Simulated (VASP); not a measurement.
Input of a VASP 6.6.1 run:

File INCAR:

```
SYSTEM = Rb3HBr4
PREC = Accurate
ENCUT = 520
EDIFF = 1E-7
ISMEAR = 0
SIGMA = 0.1
LREAL = .FALSE.
LASPH = .TRUE.
NELM = 100
ALGO = Normal
ISIF = 2
LWAVE = .FALSE.
LCHARG = .TRUE.
GGA = PE
LELF = .TRUE.
LVHAR = .TRUE.
NBANDS = 38
```

The input KPOINTS:

```
regular mesh
0
G
  4 4 4
  0 0 0
```

The input POSCAR:

```
Rb3HBr4
1.0
    6.0604123000      0.0000000000      0.0000000000
    0.0000000000      6.0604123000      0.0000000000
    0.0000000000      0.0000000000      6.0604123000
Rb H Br
3 1 4
Direct
    0.0000000000      0.5000000000      0.5000000000
    0.5000000000      0.0000000000      0.5000000000
    0.5000000000      0.5000000000      0.0000000000
    0.0000000000      0.0000000000      0.0000000000
    0.5000000000      0.0000000000      0.0000000000
    0.5000000000      0.5000000000      0.5000000000
    0.0000000000      0.0000000000      0.5000000000
    0.0000000000      0.5000000000      0.0000000000
```

Potentials or basis: VASP PAW PBE potentials, release 64 (Rb_sv, H, Br).

The run is started by

```sh
$ cat potpaw_PBE.64/Rb_sv/POTCAR potpaw_PBE.64/H/POTCAR potpaw_PBE.64/Br/POTCAR > POTCAR
$ mpirun -np 1 vasp_std > vasp.out
```

**Question.** Predict the pressure.

**Answer.** 10.2 GPa.

**Question.** Predict the band gap on the k mesh.

**Answer.** Zero (filled and empty bands touch).
